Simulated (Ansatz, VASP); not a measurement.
**AlNi in VASP and in Ansatz**

```
Al Ni
1.0
     2.03143   -2.03146    0.00000
     2.03143    2.03146    0.00000
     0.00000    0.00000    2.86941
Al Ni
1 1
Direct
  0.00000 0.00000 0.00000
  0.50000 0.50000 0.50000
```

Change from the starting cell: strain +0.0050 x Voigt [1, 1, 0, 0, 0, 0], atoms carried along.

Alike in both runs: task single point; functional PBEsol; k mesh 20 × 20 × 20; occupations gaussian, width 0.15 eV; no spin polarisation.

|  | VASP | Ansatz |
| --- | --- | --- |
| version | VASP 6.6.1 | Ansatz 0.2.0 |
| potentials or method | VASP PAW PBE potentials, release 64 (Al, Ni), cutoff 520 eV | scalar-relativistic, plane waves, PAW |
| valence electrons in the cell | 13 | 21 |

|  | VASP | Ansatz | Ansatz less VASP |
| --- | --- | --- | --- |
| gap on the k mesh at the Fermi level (eV) | none | none | - |
| pressure (GPa) | -1.5 | -1.7 | -0.14 |
| traceless stress, the component that is largest in VASP (GPa) | 0.06 | 0.06 | -0.002 |

VASP's potentials were made for PBE, not for PBEsol. A gap of «none» marks a metal or a gap that the smearing closes. VASP's potentials hold 13 valence electrons a cell and Ansatz's 21, so a difference there can come from the potentials and not from the codes. Ansatz's warnings: near symmetry operations not taken.
